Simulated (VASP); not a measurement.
# BaTiO3 (P4mm) in VASP: a series of runs

The runs below take BaTiO3 through single point, with PBEsol.

Everything below comes from runs of VASP 6.6.1. Logs are shortened: lines on timing, memory, paths and dates and some standing lists are left out, and cuts for length are marked.

## Step 1: The cell of the first run

It takes space group P4mm (No. 99, tetragonal). Conventional cell: a = 3.837 Å, b = 3.837 Å, c = 4.270 Å, α = 90.00°, β = 90.00°, γ = 90.00°. Within 3.6 Å of Ba (site symmetry 4mm) lie 12 O at 2.72 to 3.00 Å and 8 Ti at 3.41 to 3.50 Å. Ti (site symmetry 4mm) has 6 O at 1.81 to 2.46 Å within 2.5 Å. Within 2.6 Å of O (site symmetry 2mm) lie 2 Ti at 1.93 Å. O (site symmetry 4mm) has 2 Ti at 1.81 to 2.46 Å within 2.5 Å.

## Step 2: Single point, PBEsol (biaxial strain in the a-b plane: -3.0 %, then relaxed in part)

File INCAR:

```
SYSTEM = BaTiO3
  ALGO = Normal
  EDIFF = 1E-6
  ENCUT = 520
  GGA = PS
  ISIF = 2
  ISMEAR = 0
  LASPH = .True.
  LCHARG = .True.
  LELF = .True.
  LREAL = .False.
  LVHAR = .True.
  LWAVE = .False.
  NBANDS = 28
  NELM = 80
  PREC = Accurate
  SIGMA = 0.02
```

File KPOINTS:

```
k-points
0
Gamma
  8 8 8
  0 0 0
```

File POSCAR:

```
BaTiO3
1.0
    3.8368238572      0.0000000000      0.0000000000
    0.0000000000      3.8368238572      0.0000000000
    0.0000000000      0.0000000000      4.2701399473
Ba Ti O
1 1 3
Direct
    0.5000000000      0.5000000000      0.5967427913
    0.0000000000      0.0000000000      0.1137862749
    0.0000000000      0.5000000000      0.0561316277
    0.5000000000      0.0000000000      0.0561316277
    0.0000000000      0.0000000000      0.5372046685
```

Potentials or basis: VASP PAW PBE potentials, release 64 (Ba_sv, Ti_sv, O).

Launch:

```console
cat potpaw_PBE.64/Ba_sv/POTCAR potpaw_PBE.64/Ti_sv/POTCAR potpaw_PBE.64/O/POTCAR > POTCAR
mpirun -np 1 vasp_std > vasp.out
```

OUTCAR:

```text
SYSTEM = BaTiO3
   EDIFF = 1E-6
   ENCUT = 520
   GGA = PS
   ISIF = 2
   ISMEAR = 0
   LASPH = .True.
   LREAL = .False.
   NELM = 80
   PREC = Accurate

 ion  position               nearest neighbor table
   1  0.500  0.500  0.597-   5 2.72   5 2.72   5 2.72   5 2.72   4 2.74   3 2.74   3 2.74   4 2.74
                             3 3.00   4 3.00   3 3.00   4 3.00   2 3.41   2 3.41   2 3.41   2 3.41
   2  0.000  0.000  0.114-   5 1.81   4 1.93   3 1.93   3 1.93   4 1.93   1 3.41   1 3.41   1 3.41
                             1 3.41   1 3.50   1 3.50   1 3.50   1 3.50
   3  0.000  0.500  0.056-   2 1.93   2 1.93   1 2.74   1 2.74   1 3.00   1 3.00
   4  0.500  0.000  0.056-   2 1.93   2 1.93   1 2.74   1 2.74   1 3.00   1 3.00
   5  0.000  0.000  0.537-   2 1.81   1 2.72   1 2.72   1 2.72   1 2.72

  LATTYP: Found a simple tetragonal cell.
 ALAT       =     3.8368238572
 C/A-ratio  =     1.1129361436

  Lattice vectors:

 A1 = (   3.8368238572,   0.0000000000,   0.0000000000)
 A2 = (   0.0000000000,   3.8368238572,   0.0000000000)
 A3 = (   0.0000000000,   0.0000000000,   4.2701399473)

Analysis of symmetry for initial positions (statically):
=====================================================================
 Subroutine PRICEL returns:
 Original cell was already a primitive cell.

 Routine SETGRP: Setting up the symmetry group for a
 simple tetragonal supercell.

 Subroutine GETGRP returns: Found  8 space group operations
 (whereof  8 operations were pure point group operations)
 out of a pool of 16 trial point group operations.

The static configuration has the point symmetry C_4v.

Analysis of symmetry for dynamics (positions and initial velocities):
=====================================================================
 Subroutine PRICEL returns:
 Original cell was already a primitive cell.

 Routine SETGRP: Setting up the symmetry group for a
 simple tetragonal supercell.

 Subroutine GETGRP returns: Found  8 space group operations
 (whereof  8 operations were pure point group operations)
 out of a pool of 16 trial point group operations.

The dynamic configuration has the point symmetry C_4v.

 Subroutine INISYM returns: Found  8 space group operations
 (whereof  8 operations are pure point group operations),
 and found     1 'primitive' translations

----------------------------------------------------------------------------------------

                                     Primitive cell

  volume of cell :      62.8617

  direct lattice vectors                    reciprocal lattice vectors
     3.836823857  0.000000000  0.000000000     0.260632241  0.000000000  0.000000000
     0.000000000  3.836823857  0.000000000     0.000000000  0.260632241  0.000000000
     0.000000000  0.000000000  4.270139947     0.000000000  0.000000000  0.234184362

  length of vectors
     3.836823857  3.836823857  4.270139947     0.260632241  0.260632241  0.234184362

  position of ions in fractional coordinates (direct lattice)
     0.500000000  0.500000000  0.596742791
     0.000000000  0.000000000  0.113786275
     0.000000000  0.500000000  0.056131628
     0.500000000  0.000000000  0.056131628
     0.000000000  0.000000000  0.537204669

  ion indices of the primitive-cell ions
   primitive index   ion index
                 1           1
                 2           2
                 3           3
                 4           4
                 5           5

----------------------------------------------------------------------------------------

 KPOINTS: k-points

Automatic generation of k-mesh.
 Grid dimensions read from file:
 generate k-points for:    8    8    8

 Generating k-lattice:

  Cartesian coordinates                     Fractional coordinates (reciprocal lattice)
     0.032579030  0.000000000  0.000000000     0.125000000  0.000000000  0.000000000
     0.000000000  0.032579030  0.000000000     0.000000000  0.125000000  0.000000000
     0.000000000  0.000000000  0.029273045     0.000000000  0.000000000  0.125000000

  Length of vectors
     0.032579030  0.032579030  0.029273045

  Shift w.r.t. Gamma in fractional coordinates (k-lattice)
     0.000000000  0.000000000  0.000000000

 Subroutine IBZKPT returns following result:
 ===========================================

 Found     75 irreducible k-points:

 Following reciprocal coordinates:
            Coordinates               Weight
  0.000000  0.000000  0.000000      1.000000
  0.125000  0.000000  0.000000      4.000000
  0.250000  0.000000  0.000000      4.000000
  0.375000  0.000000  0.000000      4.000000
  0.500000  0.000000  0.000000      2.000000
  0.125000  0.125000  0.000000      4.000000
[... 16 lines left out ...]
  0.375000  0.125000  0.125000     16.000000
  0.500000  0.125000  0.125000      8.000000
 [... further k-points ...]
   k-points           NKPTS =     75   k-points in BZ     NKDIM =     75   number of bands    NBANDS=     28
   number of dos      NEDOS =    301   number of ions     NIONS =      5
   total plane-waves  NPLWV =  28800
   dimension x,y,z NGX =    30 NGY =   30 NGZ =   32
   dimension x,y,z NGXF=    60 NGYF=   60 NGZF=   64
   ions per type =               1   1   3
   NGX,Y,Z   is equivalent  to a cutoff of  13.00, 13.00, 12.46 a.u.
   NGXF,Y,Z  is equivalent  to a cutoff of  26.00, 26.00, 24.92 a.u.
 SYSTEM =  BaTiO3
   PREC   = accura    normal or accurate (medium, high low for compatibility)
   ISTART =      0    job   : 0-new  1-cont  2-samecut
   ICHARG =      2    charge: 1-file 2-atom 10-const
   ISPIN  =      1    spin polarized calculation?
   LNONCOLLINEAR =      F non collinear calculations
   LSORBIT =      F    spin-orbit coupling
   LASPH  =      T    aspherical Exc in radial PAW
   ENCUT  =  520.0 eV  38.22 Ry    6.18 a.u.   7.13  7.13  7.94*2*pi/ulx,y,z
   NELM   =     80;   NELMIN=  2; NELMDL= -5     # of ELM steps
   EDIFF  = 0.1E-05   stopping-criterion for ELM
   LREAL  =      F    real-space projection
   EDIFFG = 0.1E-04   stopping-criterion for IOM
   NSW    =      0    number of steps for IOM
   IBRION =     -1    ionic relax: 0-MD 1-quasi-New 2-CG
   NFREE  =      0    steps in history (QN), initial steepest desc. (CG)
   ISIF   =      2    stress and relaxation
   ISYM   =      2    0-nonsym 1-usesym 2-fastsym
   POTIM  = 0.5000    time-step for ionic-motion
   TEBEG  =    0.0;   TEEND  =   0.0 temperature during run
   PSTRESS=    0.0 pullay stress
   NELECT =      40.0000    total number of electrons
   NUPDOWN=      -1.0000    fix difference up-down
   EMIN   =  10.00;   EMAX   =-10.00  energy-range for DOS
   EFERMI =   0.00;   METHOD = LEGACY
   ISMEAR =     0;   SIGMA  =   0.02  broadening in eV -4-tet -1-fermi 0-gaus
   EFERMI_NEDOS =   21; number of points for ismear=-14 and -15
   IALGO  =     38    algorithm
   IMIX   =      4    mixing-type and parameters
     AMIX     =   0.40;   BMIX     =  1.00
     AMIX_MAG =   1.60;   BMIX_MAG =  1.00
  volume/ion in A,a.u.               =      12.57        84.84
  Fermi-wavevector in a.u.,A,eV,Ry     =   1.408098  2.660919 26.976815  1.982740
  Thomas-Fermi vector in A             =   2.530290
   LORBIT       =      0    0 simple, 1 ext, 2 COOP (PROOUT), +10 PAW based schemes
   GGA     = PS    functional components
   LHFCALC =     F    Hartree Fock is set to
   AEXX    =    0.0000 exact exchange contribution
   IVDW    =     0    specifies the selected vdW correction
   LEPSILON=     F    determine dielectric tensor
   LRPA    =     F    only Hartree local field effects (RPA)
 non-spin polarized calculation
 Gauss-broadening in eV      SIGMA  =   0.02
  energy-cutoff  :      520.00
  volume of cell :       62.86
 maximum number of plane-waves:      1720
 NGX is ok and might be reduce to    30
   NGX = 15   NGY = 15   NGZ = 15

 number of electron      40.0000031 magnetization

 Free energy of the ion-electron system (eV)
  ---------------------------------------------------
  ext. energy  EPLUGINS =         0.00000000
  ---------------------------------------------------
  free energy    TOTEN  =       -41.86889311 eV

  energy without entropy =      -41.86889311  energy(sigma->0) =      -41.86889311

 E-fermi :   4.2791     XC(G=0): -11.5867

 val. band max:        4.1881939791   @ k =   0.5000   0.5000   0.5000
 cond. band min:       6.0472396781   @ k =   0.0000   0.0000   0.0000
 fundamental gap:      1.8590456989
 Fermi energy:         4.2790511881

 k-point     1 :       0.0000    0.0000    0.0000
  band No.  band energies     occupation
      1     -52.0092      2.00000
      2     -28.5022      2.00000
      3     -28.3687      2.00000
      4     -28.3687      2.00000
      5     -20.9642      2.00000
      6     -13.0616      2.00000
[... 20 lines left out ...]
     27       9.4062      0.00000
     28      11.1412      0.00000

 k-point     2 :       0.1250    0.0000    0.0000
  band No.  band energies     occupation
      1     -52.0089      2.00000
      2     -28.5015      2.00000
      3     -28.3821      2.00000
      4     -28.3682      2.00000
      5     -20.9390      2.00000
      6     -13.0461      2.00000
[... 20 lines left out ...]
     27       9.7322      0.00000
     28      11.5307      0.00000

 k-point     3 :       0.2500    0.0000    0.0000
  band No.  band energies     occupation
      1     -52.0082      2.00000
      2     -28.5001      2.00000
      3     -28.4143      2.00000
      4     -28.3669      2.00000
      5     -20.8772      2.00000
      6     -13.0912      2.00000
[... 20 lines left out ...]
     27      10.5133      0.00000
     28      12.2405      0.00000

 k-point     4 :       0.3750    0.0000    0.0000
  band No.  band energies     occupation
      1     -52.0074      2.00000
      2     -28.4985      2.00000
      3     -28.4462      2.00000
      4     -28.3657      2.00000
      5     -20.8135      2.00000
      6     -13.2168      2.00000
[... 578 lines left out ...]
     27      10.8197      0.00000
     28      12.1611      0.00000

 k-point    23 :       0.3750    0.1250    0.1250
  band No.  band energies     occupation
      1     -52.0071      2.00000
      2     -28.5017      2.00000
      3     -28.4451      2.00000
      4     -28.3786      2.00000
      5     -20.7894      2.00000
      6     -13.0881      2.00000
[... 20 lines left out ...]
     27      11.6208      0.00000
     28      12.4597      0.00000

 k-point    24 :       0.5000    0.1250    0.1250
  band No.  band energies     occupation
      1     -52.0068      2.00000
      2     -28.5009      2.00000
      3     -28.4582      2.00000
      4     -28.3780      2.00000
      5     -20.7648      2.00000
      6     -13.1350      2.00000
[... 20 lines left out ...]
     27      11.9891      0.00000
     28      12.6789      0.00000

 [... further k-points ...]
[... 5 lines left out ...]
  --------------------------------------------------------------------------------------
  -------------------------------------------------------------------------------------
  Total        4.2239860      4.2239860      0.7540927      0.0000000      0.0000000      0.0000000
  in kB      107.6582256    107.6582256     19.2198282      0.0000000      0.0000000      0.0000000
  external PRESSURE =      78.1787598 kB  Pullay stress =       0.0000000 kB

 VOLUME and BASIS-vectors are now :
 -----------------------------------------------------------------------------
  energy-cutoff  :      520.00
  volume of cell :       62.86
      direct lattice vectors                 reciprocal lattice vectors
     3.836823857  0.000000000  0.000000000     0.260632241  0.000000000  0.000000000
     0.000000000  3.836823857  0.000000000     0.000000000  0.260632241  0.000000000
     0.000000000  0.000000000  4.270139947     0.000000000  0.000000000  0.234184362

 POSITION                                       TOTAL-FORCE (eV/Angst)
 -----------------------------------------------------------------------------------
      1.91841      1.91841      2.54818        -0.000000     -0.000000     -0.070442
      0.00000      0.00000      0.48588        -0.000000      0.000000     -0.064211
      0.00000      1.91841      0.23969        -0.000000      0.000000      0.038821
      1.91841      0.00000      0.23969        -0.000000      0.000000      0.038821
      0.00000      0.00000      2.29394         0.000000      0.000000      0.057011
 -----------------------------------------------------------------------------------
    total drift:                                0.000000     -0.000000      0.000486

  FREE ENERGIE OF THE ION-ELECTRON SYSTEM (eV)
  ---------------------------------------------------
  free  energy   TOTEN  =       -41.8688931096 eV

  energy  without entropy=      -41.8688931096  energy(sigma->0) =      -41.86889311
```

It took 3.1 min on 1 thread of Intel Xeon 8259CL, shared host; peak memory 0.27 GiB.

Results:

- Free energy: -41.8689 eV
- Pressure: 7.8 GPa
- Largest force: 0.070 eV/Å
- Band gap on the k mesh: 1.86 eV (least direct gap 2.57 eV)

Forces on the atoms (eV/Å):
```
Ba   0.000  0.000 -0.070
Ti   0.000  0.000 -0.064
O    0.000  0.000  0.039
O    0.000  0.000  0.039
O    0.000  0.000  0.057
```

Levels at points of the mesh, in eV from the valence-band top:
```csv
k point,band 17,band 18,band 19,band 20,band 21,band 22,band 23,band 24
"(0.00, 0.00, 0.00)",-1.72,-1.25,-0.71,-0.71,1.86,2.69,2.69,4.02
"(0.50, 0.00, 0.00)",-2.35,-1.99,-1.95,-1.61,2.78,3.74,3.84,4.34
"(0.50, 0.50, 0.00)",-2.19,-1.05,-1.05,-0.05,3.89,3.89,3.99,4.34
"(0.00, 0.00, 0.50)",-2.18,-2.18,-0.77,-0.77,1.97,3.55,3.55,4.66
"(0.50, 0.00, 0.50)",-1.97,-1.49,-1.34,-0.83,3.58,3.84,3.85,5.43
"(0.50, 0.50, 0.50)",-2.62,-0.73,-0.73,0.00,4.13,4.13,4.47,5.97
```

Caveat: the cell differs from its parent crystal (biaxial strain in the a-b plane: -3.0 %, then relaxed in part); the stress differs along the axes, from 2 to 11 GPa; the PAW data sets were made with another functional, which shifts forces and pressure a little; spin-orbit coupling is left out, which moves the levels of the heavy elements. A k mesh can miss the band edges.

(Part 1 of 2 ends here.)
